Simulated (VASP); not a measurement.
# CaHN (I4mm) in VASP: notebook

CaHN is run at these levels: LDA; tasks: single point.

All numbers are computed with VASP 6.6.1; they aren't measurements. Logs are shortened: lines on timing, memory, paths and dates and some standing lists are left out, and cuts for length are marked.

### Step 1. The cell of the first run

The structure is tetragonal, space group I4mm (No. 107). The conventional cell has a = 3.381 Å, b = 3.381 Å, c = 5.441 Å, α = 90.00°, β = 90.00°, γ = 90.00°. Ca (site symmetry 4mm) has 5 N at 2.21 to 2.44 Å and 5 H at 2.24 to 2.44 Å within 2.9 Å. Within 1.3 Å of H (site symmetry 4mm) lie 1 N at 0.99 Å. Within 1.3 Å of N (site symmetry 4mm) lie 1 H at 0.99 Å.

### Step 2. Single point, LDA

INCAR

```
SYSTEM = CaHN
  ALGO = Normal
  EDIFF = 1E-6
  ENCUT = 520
  GGA = CA
  ISIF = 2
  ISMEAR = 0
  LASPH = .True.
  LCHARG = .False.
  LREAL = .False.
  LWAVE = .False.
  NBANDS = 15
  NELM = 60
  PREC = Accurate
  SIGMA = 0.01
```

KPOINTS

```
k-points
0
Gamma
  8 8 8
  0 0 0
```

POSCAR

```
CaHN
1.0
   -1.6904512569      1.6904512569      2.7205969434
    1.6904512569     -1.6904512569      2.7205969434
    1.6904512569      1.6904512569     -2.7205969434
Ca H N
1 1 1
Direct
    0.0517200000      0.0517200000      0.0000000000
    0.6399400000      0.6399400000      0.0000000000
    0.4583500000      0.4583500000      0.0000000000
```

Potentials or basis: VASP PAW LDA potentials, release 64 (Ca_sv, H, N).

Run with:

```
$ cat potpaw_LDA.64/Ca_sv/POTCAR potpaw_LDA.64/H/POTCAR potpaw_LDA.64/N/POTCAR > POTCAR
$ mpirun -np 1 vasp_std > vasp.out
```

OUTCAR:

```text
SYSTEM = CaHN
   EDIFF = 1E-6
   ENCUT = 520
   GGA = CA
   ISIF = 2
   ISMEAR = 0
   LASPH = .True.
   LREAL = .False.
   NELM = 60
   PREC = Accurate

 ion  position               nearest neighbor table
   1  0.052  0.052  0.000-   3 2.21   3 2.44   3 2.44   3 2.44   3 2.44
   2  0.640  0.640  0.000-   3 0.99
   3  0.458  0.458  0.000-   2 0.99   1 2.21   1 2.44   1 2.44   1 2.44   1 2.44

  LATTYP: Found a body centered tetragonal cell.
 ALAT       =     3.3809025138
 C/A-ratio  =     1.6093909436

  Lattice vectors:

 A1 = (  -1.6904512569,   1.6904512569,   2.7205969434)
 A2 = (   1.6904512569,  -1.6904512569,   2.7205969434)
 A3 = (   1.6904512569,   1.6904512569,  -2.7205969434)

Analysis of symmetry for initial positions (statically):
=====================================================================
 Subroutine PRICEL returns:
 Original cell was already a primitive cell.

 Routine SETGRP: Setting up the symmetry group for a
 body centered tetragonal supercell.

 Subroutine GETGRP returns: Found  8 space group operations
 (whereof  8 operations were pure point group operations)
 out of a pool of 16 trial point group operations.

The static configuration has the point symmetry C_4v.

Analysis of symmetry for dynamics (positions and initial velocities):
=====================================================================
 Subroutine PRICEL returns:
 Original cell was already a primitive cell.

 Routine SETGRP: Setting up the symmetry group for a
 body centered tetragonal supercell.

 Subroutine GETGRP returns: Found  8 space group operations
 (whereof  8 operations were pure point group operations)
 out of a pool of 16 trial point group operations.

The dynamic configuration has the point symmetry C_4v.

 Subroutine INISYM returns: Found  8 space group operations
 (whereof  8 operations are pure point group operations),
 and found     1 'primitive' translations

----------------------------------------------------------------------------------------

                                     Primitive cell

  volume of cell :      31.0978

  direct lattice vectors                    reciprocal lattice vectors
    -1.690451257  1.690451257  2.720596943     0.000000000  0.295779010  0.183783196
     1.690451257 -1.690451257  2.720596943     0.295779010  0.000000000  0.183783196
     1.690451257  1.690451257 -2.720596943     0.295779010  0.295779010  0.000000000

  length of vectors
     3.621725919  3.621725919  3.621725919     0.348226199  0.348226199  0.418294688

  position of ions in fractional coordinates (direct lattice)
     0.051720000  0.051720000  0.000000000
     0.639940000  0.639940000  0.000000000
     0.458350000  0.458350000  0.000000000

  ion indices of the primitive-cell ions
   primitive index   ion index
                 1           1
                 2           2
                 3           3

----------------------------------------------------------------------------------------

 KPOINTS: k-points

Automatic generation of k-mesh.
 Grid dimensions read from file:
 generate k-points for:    8    8    8

 Generating k-lattice:

  Cartesian coordinates                     Fractional coordinates (reciprocal lattice)
     0.000000000  0.036972376  0.022972899     0.125000000  0.000000000 -0.000000000
     0.036972376  0.000000000  0.022972899     0.000000000  0.125000000 -0.000000000
     0.036972376  0.036972376  0.000000000     0.000000000  0.000000000  0.125000000

  Length of vectors
     0.043528275  0.043528275  0.052286836

  Shift w.r.t. Gamma in fractional coordinates (k-lattice)
     0.000000000  0.000000000  0.000000000

 Subroutine IBZKPT returns following result:
 ===========================================

 Found     59 irreducible k-points:

 Following reciprocal coordinates:
            Coordinates               Weight
  0.000000  0.000000  0.000000      1.000000
  0.125000  0.000000 -0.000000      8.000000
  0.250000  0.000000 -0.000000      8.000000
  0.375000  0.000000 -0.000000      8.000000
  0.500000  0.000000 -0.000000      4.000000
  0.125000  0.125000 -0.000000      8.000000
[... 16 lines left out ...]
  0.250000  0.125000  0.125000     16.000000
  0.375000  0.125000  0.125000      8.000000
 [... further k-points ...]
   k-points           NKPTS =     59   k-points in BZ     NKDIM =     59   number of bands    NBANDS=     15
   number of dos      NEDOS =    301   number of ions     NIONS =      3
   total plane-waves  NPLWV =  21952
   dimension x,y,z NGX =    28 NGY =   28 NGZ =   28
   dimension x,y,z NGXF=    56 NGYF=   56 NGZF=   56
   ions per type =               1   1   1
   NGX,Y,Z   is equivalent  to a cutoff of  12.85, 12.85, 12.85 a.u.
   NGXF,Y,Z  is equivalent  to a cutoff of  25.71, 25.71, 25.71 a.u.
 SYSTEM =  CaHN
   PREC   = accura    normal or accurate (medium, high low for compatibility)
   ISTART =      0    job   : 0-new  1-cont  2-samecut
   ICHARG =      2    charge: 1-file 2-atom 10-const
   ISPIN  =      1    spin polarized calculation?
   LNONCOLLINEAR =      F non collinear calculations
   LSORBIT =      F    spin-orbit coupling
   LASPH  =      T    aspherical Exc in radial PAW
   ENCUT  =  520.0 eV  38.22 Ry    6.18 a.u.   6.73  6.73  6.73*2*pi/ulx,y,z
   NELM   =     60;   NELMIN=  2; NELMDL= -5     # of ELM steps
   EDIFF  = 0.1E-05   stopping-criterion for ELM
   LREAL  =      F    real-space projection
   EDIFFG = 0.1E-04   stopping-criterion for IOM
   NSW    =      0    number of steps for IOM
   IBRION =     -1    ionic relax: 0-MD 1-quasi-New 2-CG
   NFREE  =      0    steps in history (QN), initial steepest desc. (CG)
   ISIF   =      2    stress and relaxation
   ISYM   =      2    0-nonsym 1-usesym 2-fastsym
   POTIM  = 0.5000    time-step for ionic-motion
   TEBEG  =    0.0;   TEEND  =   0.0 temperature during run
   PSTRESS=    0.0 pullay stress
   NELECT =      16.0000    total number of electrons
   NUPDOWN=      -1.0000    fix difference up-down
   EMIN   =  10.00;   EMAX   =-10.00  energy-range for DOS
   EFERMI =   0.00;   METHOD = LEGACY
   ISMEAR =     0;   SIGMA  =   0.01  broadening in eV -4-tet -1-fermi 0-gaus
   EFERMI_NEDOS =   21; number of points for ismear=-14 and -15
   IALGO  =     38    algorithm
   IMIX   =      4    mixing-type and parameters
     AMIX     =   0.40;   BMIX     =  1.00
     AMIX_MAG =   1.60;   BMIX_MAG =  1.00
  volume/ion in A,a.u.               =      10.37        69.95
  Fermi-wavevector in a.u.,A,eV,Ry     =   1.311812  2.478966 23.413602  1.720851
  Thomas-Fermi vector in A             =   2.442248
   LORBIT       =      0    0 simple, 1 ext, 2 COOP (PROOUT), +10 PAW based schemes
   GGA     = CA    functional components
   LHFCALC =     F    Hartree Fock is set to
   AEXX    =    0.0000 exact exchange contribution
   IVDW    =     0    specifies the selected vdW correction
   LEPSILON=     F    determine dielectric tensor
   LRPA    =     F    only Hartree local field effects (RPA)
 non-spin polarized calculation
 Gauss-broadening in eV      SIGMA  =   0.01
  energy-cutoff  :      520.00
  volume of cell :       31.10
 maximum number of plane-waves:       854
   NGX = 13   NGY = 13   NGZ = 13

 number of electron      16.0000000 magnetization

 Free energy of the ion-electron system (eV)
  ---------------------------------------------------
  ext. energy  EPLUGINS =         0.00000000
  ---------------------------------------------------
  free energy    TOTEN  =       -17.31772950 eV

  energy without entropy =      -17.31772950  energy(sigma->0) =      -17.31772950

 E-fermi :   3.2077     XC(G=0): -10.8805

 val. band max:        3.1112231600   @ k =   0.0000   0.0000   0.0000
 cond. band min:       5.7223980729   @ k =   0.5000   0.5000   0.5000
 fundamental gap:      2.6111749129
 Fermi energy:         3.2076631094

 k-point     1 :       0.0000    0.0000    0.0000
  band No.  band energies     occupation
      1     -34.8969      2.00000
      2     -16.1954      2.00000
      3     -16.0136      2.00000
      4     -16.0136      2.00000
      5     -11.4253      2.00000
      6      -0.5692      2.00000
      7       3.1112      2.00000
      8       3.1112      2.00000
      9       5.8983      0.00000
     10       7.5366      0.00000
     11       8.8253      0.00000
     12       8.8253      0.00000
     13       9.0346      0.00000
     14       9.9398      0.00000
     15      15.6735      0.00000

 k-point     2 :       0.1250    0.0000   -0.0000
  band No.  band energies     occupation
      1     -34.8853      2.00000
      2     -16.2603      2.00000
      3     -16.1095      2.00000
      4     -16.0141      2.00000
      5     -11.2284      2.00000
      6      -0.7728      2.00000
      7       2.5825      2.00000
      8       2.9489      2.00000
      9       6.4505      0.00000
     10       7.6601      0.00000
     11       8.4542      0.00000
     12       8.6960      0.00000
     13       9.9538      0.00000
     14      10.5969      0.00000
     15      16.2505      0.00000

 k-point     3 :       0.2500    0.0000   -0.0000
  band No.  band energies     occupation
      1     -34.8572      2.00000
      2     -16.5321      2.00000
      3     -16.1893      2.00000
      4     -16.0152      2.00000
      5     -10.7808      2.00000
      6      -1.2664      2.00000
      7       1.7111      2.00000
      8       2.5651      2.00000
      9       7.0098      0.00000
     10       8.3609      0.00000
     11       8.9730      0.00000
     12       8.9900      0.00000
     13      11.0224      0.00000
     14      11.6071      0.00000
     15      16.3704      0.00000

 k-point     4 :       0.3750    0.0000   -0.0000
  band No.  band energies     occupation
      1     -34.8289      2.00000
      2     -16.8047      2.00000
      3     -16.2307      2.00000
      4     -16.0161      2.00000
      5     -10.3558      2.00000
      6      -1.7690      2.00000
      7       1.0775      2.00000
      8       2.2013      2.00000
      9       7.4072      0.00000
     10       9.2051      0.00000
     11       9.7186      0.00000
     12      10.0499      0.00000
     13      11.9035      0.00000
     14      12.1031      0.00000
     15      15.2871      0.00000
[... 307 lines left out ...]
 k-point    22 :       0.1250    0.1250    0.1250
  band No.  band energies     occupation
      1     -34.8322      2.00000
      2     -16.5480      2.00000
      3     -16.2076      2.00000
      4     -16.1883      2.00000
      5     -10.6792      2.00000
      6      -1.2173      2.00000
      7       1.3915      2.00000
      8       2.2493      2.00000
      9       7.5071      0.00000
     10       7.5491      0.00000
     11      10.0301      0.00000
     12      10.0392      0.00000
     13      10.5529      0.00000
     14      12.1395      0.00000
     15      16.5686      0.00000

 k-point    23 :       0.2500    0.1250    0.1250
  band No.  band energies     occupation
      1     -34.8087      2.00000
      2     -16.6756      2.00000
      3     -16.2582      2.00000
      4     -16.2108      2.00000
      5     -10.5376      2.00000
      6      -1.5307      2.00000
      7       1.2996      2.00000
      8       1.9823      2.00000
      9       7.6731      0.00000
     10       8.5116      0.00000
     11      10.1431      0.00000
     12      10.6358      0.00000
     13      11.2295      0.00000
     14      12.7682      0.00000
     15      14.7762      0.00000

 k-point    24 :       0.3750    0.1250    0.1250
  band No.  band energies     occupation
      1     -34.7989      2.00000
      2     -16.7339      2.00000
      3     -16.2680      2.00000
      4     -16.2227      2.00000
      5     -10.4838      2.00000
      6      -1.6552      2.00000
      7       1.2761      2.00000
      8       1.8814      2.00000
      9       7.9416      0.00000
     10       8.6340      0.00000
     11      10.1077      0.00000
     12      10.9789      0.00000
     13      11.9294      0.00000
     14      13.1180      0.00000
     15      14.0497      0.00000

 [... further k-points ...]
[... 5 lines left out ...]
  --------------------------------------------------------------------------------------
  -------------------------------------------------------------------------------------
  Total        1.2173618      1.2173618      3.1349503      0.0000000      0.0000000      0.0000000
  in kB       62.7192350     62.7192350    161.5145831      0.0000000      0.0000000      0.0000000
  external PRESSURE =      95.6510177 kB  Pullay stress =       0.0000000 kB

 VOLUME and BASIS-vectors are now :
 -----------------------------------------------------------------------------
  energy-cutoff  :      520.00
  volume of cell :       31.10
      direct lattice vectors                 reciprocal lattice vectors
    -1.690451257  1.690451257  2.720596943     0.000000000  0.295779010  0.183783196
     1.690451257 -1.690451257  2.720596943     0.295779010  0.000000000  0.183783196
     1.690451257  1.690451257 -2.720596943     0.295779010  0.295779010  0.000000000

 POSITION                                       TOTAL-FORCE (eV/Angst)
 -----------------------------------------------------------------------------------
      0.00000      0.00000      0.28142         0.000000      0.000000     -0.148514
      0.00000      0.00000      3.48204         0.000000      0.000000      2.191457
      0.00000      0.00000      2.49397        -0.000000     -0.000000     -2.042944
 -----------------------------------------------------------------------------------
    total drift:                                0.000000      0.000000     -0.000497

  FREE ENERGIE OF THE ION-ELECTRON SYSTEM (eV)
  ---------------------------------------------------
  free  energy   TOTEN  =       -17.3177295006 eV

  energy  without entropy=      -17.3177295006  energy(sigma->0) =      -17.31772950
```

It took 33 s on 1 thread of Intel Xeon Platinum 8375C at 2.90GHz (Ice Lake), shared host; peak memory 0.16 GiB.

Results:

| Property | Result |
| --- | --- |
| Free energy | -17.3177 eV |
| Pressure | 9.6 GPa |
| Largest force | 2.191 eV/Å |
| Band gap on the k mesh | 2.61 eV, indirect (least direct gap 2.68 eV) |

Forces in eV/Å, atoms in the order of the input:
```
Ca   0.000  0.000 -0.149
H    0.000  0.000  2.191
N    0.000  0.000 -2.043
```

Stress tensor (GPa, compression positive):
```
 6.27  0.00  0.00
 0.00  6.27  0.00
 0.00  0.00 16.15
```

Levels at points of the mesh, in eV from the valence-band top:
| k point | band 5 | band 6 | band 7 | band 8 | band 9 | band 10 | band 11 | band 12 |
| --- | --- | --- | --- | --- | --- | --- | --- | --- |
| (0.00, 0.00, 0.00) | -14.54 | -3.68 | 0.00 | 0.00 | 2.79 | 4.43 | 5.71 | 5.71 |
| (0.50, 0.00, 0.00) | -13.29 | -5.09 | -2.26 | -1.05 | 4.63 | 6.16 | 7.14 | 7.57 |
| (0.50, 0.50, 0.00) | -14.08 | -3.77 | -1.53 | -1.22 | 3.33 | 4.89 | 7.45 | 7.65 |
| (0.50, 0.50, 0.50) | -14.06 | -4.81 | -0.07 | -0.07 | 2.61 | 5.01 | 7.54 | 8.01 |

Caveat: forces of over 1 eV/Å act on the atoms, so gaps and moduli don't describe the material at rest. A k mesh can miss the band edges.

### Step 3. Single point, LDA

This run uses another cell than the first one, of 10.84 Å³/atom, 1.045 times its volume.

INCAR

```
SYSTEM = CaHN
PREC = Accurate
ENCUT = 520
EDIFF = 1E-6
ISMEAR = 0
SIGMA = 0.01
LREAL = .FALSE.
LASPH = .TRUE.
NELM = 60
ALGO = Normal
ISIF = 2
LWAVE = .FALSE.
LCHARG = .TRUE.
GGA = CA
LELF = .TRUE.
LVHAR = .TRUE.
NBANDS = 15
```

KPOINTS

```
Automatic mesh
0
G
  8 8 8
  0 0 0
```

POSCAR

```
CaHN
1.0
   -1.7156855930      1.7156855930      2.7612088553
    1.7156855930     -1.7156855930      2.7612088553
    1.7156855930      1.7156855930     -2.7612088553
Ca H N
1 1 1
Direct
    0.0517200000      0.0517200000      0.0000000000
    0.6399400000      0.6399400000      0.0000000000
    0.4583500000      0.4583500000      0.0000000000
```

Potentials or basis: VASP PAW LDA potentials, release 64 (Ca_sv, H, N).

Run with:

```
$ cat potpaw_LDA.64/Ca_sv/POTCAR potpaw_LDA.64/H/POTCAR potpaw_LDA.64/N/POTCAR > POTCAR
$ mpirun -np 1 vasp_std > vasp.out
```

Run time: 36 s. Hardware: 1 thread of Intel Xeon Platinum 8375C at 2.90GHz (Ice Lake), shared host; peak memory 0.16 GiB.

The run converged. Its results:

```yaml
Free_energy: -17.3782 eV
Pressure: 4.0 GPa
Largest_force: 1.522 eV/Å
Band_gap_on_the_k_mesh: 2.54 eV, direct
```

Forces in eV/Å, atoms in the order of the input:
```
Ca   0.000  0.000 -0.037
H    0.000  0.000  1.522
N    0.000  0.000 -1.485
```

Stress tensor (GPa, compression positive):
```
1.78 0.00 0.00
0.00 1.78 0.00
0.00 0.00 8.31
```

Levels at points of the mesh, in eV from the valence-band top:
| k point | band 4 | band 5 | band 6 | band 7 | band 8 | band 9 | band 10 | band 11 | band 12 | band 13 |
| --- | --- | --- | --- | --- | --- | --- | --- | --- | --- | --- |
| (0.00, 0.00, 0.00) | -19.31 | -14.36 | -3.64 | 0.00 | 0.00 | 2.54 | 4.36 | 5.58 | 5.58 | 5.73 |
| (0.50, 0.00, 0.00) | -19.32 | -13.26 | -5.00 | -2.19 | -0.99 | 4.46 | 5.97 | 6.93 | 7.32 | 8.61 |
| (0.50, 0.50, 0.00) | -19.57 | -13.91 | -3.78 | -1.55 | -1.17 | 3.27 | 4.68 | 7.22 | 7.39 | 8.32 |
| (0.50, 0.50, 0.50) | -19.42 | -13.90 | -4.82 | -0.10 | -0.10 | 2.63 | 4.84 | 7.32 | 7.75 | 7.75 |

Caveat: forces of over 1 eV/Å act on the atoms, so gaps and moduli don't describe the material at rest. A k mesh can miss the band edges.
